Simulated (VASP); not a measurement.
Wanted: the native input for a VASP 6.6.1 run.

```yaml
Task: single point
Functional: PBE
Potentials_or_basis: VASP PAW PBE potentials, release 64 (Si, Sn_d)
Cutoff: 520 eV
k_mesh: 5 × 5 × 5
Occupations: gaussian, width 0.2 eV
Spin: no spin polarisation
Dipole_correction: no
Further_INCAR_settings: ALGO = Normal; EDIFF = 1e-06; NBANDS = 23
```

The structure of SiSn2 lies in POSCAR:

```
SiSn2
1.0
    2.7096670528      1.5644270007      2.8641317853
   -2.7096670528      1.5644270007      2.8641317853
    0.0000000000     -3.1288540063      2.8641317826
Si Sn
1 2
Direct
    0.0000000000      0.0000000000      0.0000000000
    0.3155642270      0.3155642270      0.3155642270
    0.6844357730      0.6844357730      0.6844357730
```

One way to write it, as run:

INCAR

```
SYSTEM = SiSn2
PREC = Accurate
ENCUT = 520
EDIFF = 1E-6
ISMEAR = 0
SIGMA = 0.2
LREAL = .False.
LASPH = .True.
NELM = 100
ALGO = Normal
ISIF = 2
LWAVE = .False.
LCHARG = .True.
GGA = PE
LELF = .True.
LVHAR = .True.
NBANDS = 23
```

KPOINTS

```
regular mesh
0
Gamma
  5 5 5
  0 0 0
```

Potentials or basis: VASP PAW PBE potentials, release 64 (Si, Sn_d).

Run with:

```sh
$ cat potpaw_PBE.64/Si/POTCAR potpaw_PBE.64/Sn_d/POTCAR > POTCAR
$ mpirun -np 1 vasp_std > vasp.out
```

It gave:

```
Pressure               : -0.1 GPa
Largest force          : 0.057 eV/Å
Band gap on the k mesh : zero (band 16 reaches 9.20 eV, above the bottom of band 17 at 5.94 eV)
```

Caveat: spin-orbit coupling is left out, which moves the levels of the heavy elements.

Wall time 10 s on 1 thread of Intel(R) Xeon(R) 6975P-C (Granite Rapids), with other jobs on the host, peak memory 0.18 GiB.
